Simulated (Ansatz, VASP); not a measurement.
# One calculation of BN, two programs

The input INCAR:

```
PREC     = Accurate       # precision mode
ENCUT    = 520            # plane-wave cutoff, eV
EDIFF    = 1E-6           # SCF threshold, eV
ISMEAR   = -5             # smearing method
SIGMA    = 0.1            # smearing width, eV
LREAL    = F              # projectors in reciprocal space
LASPH    = T              # aspherical terms in the spheres
NELM     = 80             # most SCF steps
ALGO     = Normal         # electronic algorithm
ISIF     = 2              # what is computed and relaxed
LWAVE    = F              # write WAVECAR
LCHARG   = T              # write CHGCAR
GGA      = PE             # functional
LELF     = T              # ELF
LVHAR    = T            
NBANDS   = 11             # bands
```

The input KPOINTS:

```
Automatic mesh
0
Gamma
  12 12 12
```

Contents of POSCAR:

```
BN
1.0
    0.0000000000      3.4953158300      2.1660912400
    1.2516321000      0.0000000000      2.1660912400
    1.2516321000      3.4953158300      0.0000000000
B N
1 1
Direct
    0.0000486500      0.0000486500      0.9999513500
    0.6666513400      0.6666513400      0.3333486600
```

Input for Ansatz:

```yaml
crystal:
  lattice:
    - [0.0, 3.49531583, 2.16609124]
    - [1.2516321, 0.0, 2.16609124]
    - [1.2516321, 3.49531583, 0.0]
  atoms:
    - { symbol: B, position: [4.865e-05, 4.865e-05, 0.99995135] }
    - { symbol: "N", position: [0.66665134, 0.66665134, 0.33334866] }
basis:
  ecutwfc: 420
kpoints:
  mp_grid: { grid: [12, 12, 12] }
hamiltonian:
  xc: pbe
scf:
  occupations: { method: tetrahedron }
output:
  forces: true
  stress: true
  eigenvalues: true
```

Alike in both runs: task single point; functional PBE; k mesh 12 × 12 × 12; occupations tetrahedron; no spin polarisation.

|  | VASP | Ansatz |
| --- | --- | --- |
| version | VASP 6.6.1 | Ansatz 0.2.0 |
| potentials or method | VASP PAW PBE potentials, release 64 (B, N), cutoff 520 eV | scalar-relativistic, plane waves, PAW |
| valence electrons in the cell | 8 | 8 |

Ansatz gave:

| Item | Value |
| --- | --- |
| gap on the k mesh at the Fermi level (eV) | 3.85 |
| least direct gap on the mesh (eV) | 4.56 |
| pressure (GPa) | 3.2 |
| traceless stress, the component that is largest in VASP (GPa) | -1.49 |
| rms of the force components (eV/Å) | 0.006 |

Task: Which values does VASP return?

Result: gap on the k mesh at the Fermi level (eV): 3.85; least direct gap on the mesh (eV): 4.55; pressure (GPa): 3.3; traceless stress, the component that is largest in VASP (GPa): -1.69; rms of the force components (eV/Å): 0.006.

Atom by atom the forces differ by 0.000 eV/Å (rms over components). Ansatz's warnings: band table not solved further, tetrahedron derivatives may miss energy slope.
